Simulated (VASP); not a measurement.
Write the native input for VASP 6.6.1 that does the following.

```yaml
Task: single point
Functional: PBEsol
Potentials_or_basis: VASP PAW PBE potentials, release 64 (Hf_pv)
Cutoff: 520 eV
k_mesh: 13 × 13 × 4
Occupations: fermi-dirac, width 0.1 eV
Spin: no spin polarisation
Dipole_correction: no
Further_INCAR_settings: ALGO = Normal; EDIFF = 1e-07; NBANDS = 28
```

The structure of Hf lies in POSCAR:

```
Hf
1.0
    3.1116657433      0.0000000000      0.0000000000
   -1.5558328716      2.6947815818      0.0000000000
    0.0000000000      0.0000000000      9.9517961055
Hf
4
Direct
    0.0000000000      0.0000000000      0.0000000000
    1.0000000000      0.0000000000      0.5000000000
    0.3333333333      0.6666666667      0.2500000000
    0.6666666667      0.3333333333      0.7500000000
```

This cell differs from its parent crystal: volume scaled by 0.96.

The input as run:

INCAR

```
SYSTEM = Hf
PREC = Accurate
ENCUT = 520
EDIFF = 1E-7
ISMEAR = -1
SIGMA = 0.1
LREAL = .FALSE.
LASPH = .TRUE.
NELM = 100
ALGO = Normal
ISIF = 2
LWAVE = .FALSE.
LCHARG = .FALSE.
GGA = PS
NBANDS = 28
```

KPOINTS

```
Automatic mesh
0
G
  13 13 4
  0 0 0
```

Potentials or basis: VASP PAW PBE potentials, release 64 (Hf_pv).

Command:

```sh
$ cat potpaw_PBE.64/Hf_pv/POTCAR > POTCAR
$ mpirun -np 1 vasp_std > vasp.out
```

It gave:

```
Pressure               : 4.5 GPa
Band gap on the k mesh : zero (band 20 reaches 6.23 eV, above the bottom of band 21 at 4.58 eV)
```

Caveat: the PAW data sets were made with another functional, which shifts forces and pressure a little; spin-orbit coupling is left out, which moves the levels of the heavy elements.

Run time: 67 s on 1 thread of Intel(R) Xeon(R) 6975P-C (Granite Rapids) (shared host), peak memory 0.26 GiB.
